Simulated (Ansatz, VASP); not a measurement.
**One calculation of CrGaPd3, two programs**

```
CELL_PARAMETERS angstrom
4.58941 0.00000 0.00000
0.00000 4.58941 0.00000
0.00000 0.00000 4.58941
ATOMIC_POSITIONS crystal
Cr 0.50000 0.50000 0.50000
Ga 0.00000 0.00000 0.00000
Pd 0.00000 0.50000 0.50000
Pd 0.50000 0.00000 0.50000
Pd 0.50000 0.50000 0.00000
```

Alike in both runs: functional PBE; k mesh 4 × 4 × 4; occupations gaussian, width 0.1 eV; no spin polarisation.

Ansatz relaxed the structure, and its values are those at the end. VASP's run is a single point on that final structure, the one shown.

|  | VASP | Ansatz |
| --- | --- | --- |
| version | VASP 6.6.1 | Ansatz 0.2.0 |
| potentials or method | VASP PAW PBE potentials, release 64 (Cr_pv, Ga_d, Pd), cutoff 520 eV | scalar-relativistic, plane waves, PAW |
| valence electrons in the cell | 55 | 81 |

|  | VASP | Ansatz | Ansatz less VASP |
| --- | --- | --- | --- |
| gap on the k mesh at the Fermi level (eV) | none | none | - |
| pressure (GPa) | 0.0 | 0.0 | +0.02 |

A gap of «none» marks a metal or a gap that the smearing closes. With one functional, cell and mesh, what is left measures potentials, basis and numerics. VASP's potentials hold 55 valence electrons a cell and Ansatz's 81, so a difference there can come from the potentials and not from the codes.
